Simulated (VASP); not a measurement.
Input of a VASP 6.6.1 run:

Contents of INCAR:

```
PREC = Accurate
ENCUT = 520
EDIFF = 1E-6
ISMEAR = -1
SIGMA = 0.05
LREAL = F
LASPH = T
NELM = 150
ALGO = Normal
ISIF = 2
LWAVE = F
LCHARG = T
ISPIN = 2
MAGMOM = 0 0 0 0.1
LORBIT = 11
LMAXMIX = 6
GGA = PS
LELF = T
LVHAR = T
NBANDS = 44
```

File KPOINTS:

```
Automatic mesh
0
Gamma
  6 6 6
```

Contents of POSCAR:

```
YbTl3
1.0
    4.6130000000      0.0000000000      0.0000000000
    0.0000000000      4.6130000000      0.0000000000
    0.0000000000      0.0000000000      4.6130000000
Tl Yb
3 1
Direct
    0.0000000000      0.5000000000      0.5000000000
    0.5000000000      0.0000000000      0.5000000000
    0.5000000000      0.5000000000      0.0000000000
    0.0000000000      0.0000000000      0.0000000000
```

Potentials or basis: VASP PAW PBE potentials, release 64 (Tl_d, Yb).

The run is started by

```console
$ cat potpaw_PBE.64/Tl_d/POTCAR potpaw_PBE.64/Yb/POTCAR > POTCAR
$ mpirun -np 1 vasp_std > vasp.out
```

Problem. Estimate the pressure.

Solution. 8.3 GPa.

Problem. What does it give for the net moment?

Solution. 0.00 μB per cell.

Caveat: the cell stands under pressure; the PAW data sets were made with another functional, which shifts forces and pressure a little.
